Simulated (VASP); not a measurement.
Input of a VASP 6.6.1 run:

INCAR

```
SYSTEM = Ga2O3
ALGO = Normal
EDIFF = 1E-6
ENCUT = 520
GGA = PS
ISIF = 2
ISMEAR = -1
LASPH = .TRUE.
LCHARG = .FALSE.
LREAL = .FALSE.
LWAVE = .FALSE.
NBANDS = 55
NELM = 80
PREC = Accurate
SIGMA = 0.02
```

Contents of KPOINTS:

```
k-points
0
G
  6 6 6
  0 0 0
```

Contents of POSCAR:

```
Ga2O3
1.0
    2.5002087860      1.4434962156      4.4830293034
   -2.5002087860      1.4434962156      4.4830293034
    0.0000000000     -2.8869924313      4.4830293034
Ga O
4 6
Direct
    0.3557024924      0.3557024924      0.3557024924
    0.1442975076      0.1442975076      0.1442975076
    0.6442975076      0.6442975076      0.6442975076
    0.8557024924      0.8557024924      0.8557024924
    0.5527850717      0.9472149283      0.2500000000
    0.2500000000      0.5527850717      0.9472149283
    0.9472149283      0.2500000000      0.5527850717
    0.4472149283      0.0527850717      0.7500000000
    0.7500000000      0.4472149283      0.0527850717
    0.0527850717      0.7500000000      0.4472149283
```

Potentials or basis: VASP PAW PBE potentials, release 64 (Ga_d, O).

Run with:

```sh
$ cat potpaw_PBE.64/Ga_d/POTCAR potpaw_PBE.64/O/POTCAR > POTCAR
$ mpirun -np 1 vasp_std > vasp.out
```

Predict the band gap on the k mesh.

2.70 eV (least direct gap 2.96 eV).

What does it give for the pressure?

0.7 GPa.

What does it give for the largest force?

0.030 eV/Å.

Forces on the atoms (eV/Å):
```
Ga   0.000  0.000  0.030
Ga   0.000  0.000 -0.030
Ga   0.000  0.000 -0.030
Ga   0.000  0.000  0.030
O    0.012  0.000  0.000
O   -0.006  0.010  0.000
O   -0.006 -0.010  0.000
O   -0.012  0.000  0.000
O    0.006 -0.010  0.000
O    0.006  0.010  0.000
```

Caveat: the PAW data sets were made with another functional, which shifts forces and pressure a little. PBEsol gaps usually lie below the measured ones, often by a third to a half.
